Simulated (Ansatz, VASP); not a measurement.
Sb: VASP beside Ansatz

INCAR

```
  PREC = Accurate
  ENCUT = 600
  EDIFF = 1E-6
  ISMEAR = 0
  SIGMA = 0.1
  LREAL = False
  LASPH = True
  NELM = 100
  ALGO = Normal
  ISIF = 3
  LWAVE = False
  LCHARG = False
  GGA = PS
  IBRION = 2
  NSW = 100
  EDIFFG = -0.01
```

KPOINTS

```
regular mesh
0
Gamma
  18 18 4
```

Contents of POSCAR:

```
Sb
1.0
    3.2931872532      0.0000000000      0.0000000000
   -1.6465936266      2.8519838207      0.0000000000
    0.0000000000      0.0000000000     11.1486660500
Sb
4
Direct
    0.0000000000      0.0000000000      0.0000000000
    0.0000000000      0.0000000000      0.5000000000
    0.3333333333      0.6666666667      0.7500000000
    0.6666666667      0.3333333333      0.2500000000
```

Input for Ansatz:

```yaml
crystal:
  lattice:
    - [3.2931872532, 0.0, 0.0]
    - [-1.6465936266, 2.8519838207, 0.0]
    - [0.0, 0.0, 11.14866605]
  atoms:
    - { symbol: Sb, position: [0.0, 0.0, 0.0] }
    - { symbol: Sb, position: [0.0, 0.0, 0.5] }
    - { symbol: Sb, position: [0.3333333333, 0.6666666667, 0.75] }
    - { symbol: Sb, position: [0.6666666667, 0.3333333333, 0.25] }
basis:
  ecutwfc: 420
kpoints:
  mp_grid: { grid: [18, 18, 4] }
hamiltonian:
  xc: pbesol
scf:
  occupations: { method: gaussian, width: 0.1 }
output:
  forces: true
  stress: true
  eigenvalues: true
relax:
  adjacent_minimum: "off"
  f_tol: 0.01
  max_steps: 80
  cell: { stress_tol: 0.05 }
```

Alike in both runs: task relaxation of cell and atoms; functional PBEsol; k mesh 18 × 18 × 4; occupations gaussian, width 0.1 eV; no spin polarisation.

|  | VASP | Ansatz |
| --- | --- | --- |
| version | VASP 6.6.1 | Ansatz 0.2.0 |
| potentials or method | VASP PAW PBE potentials, release 64 (Sb), cutoff 600 eV | scalar-relativistic, plane waves, PAW |
| valence electrons in the cell | 20 | 60 |

```tsv
	VASP	Ansatz	Ansatz less VASP
gap on the k mesh at the Fermi level, each at its own relaxed structure (eV)	none	none	-
relaxed volume (Å³/atom)	26.17	26.17	+0.002
relaxed length of the cell vector where the two differ most in proportion (Å)	11.035	11.032	-0.0030
```

VASP's potentials were made for PBE, not for PBEsol. A gap of «none» marks a metal or a gap that the smearing closes. VASP's potentials hold 20 valence electrons a cell and Ansatz's 60, so a difference there can come from the potentials and not from the codes.

Neither program's run includes spin-orbit coupling. Noted on VASP's run: too few bands were computed for a metal, which touches its energy and stress.
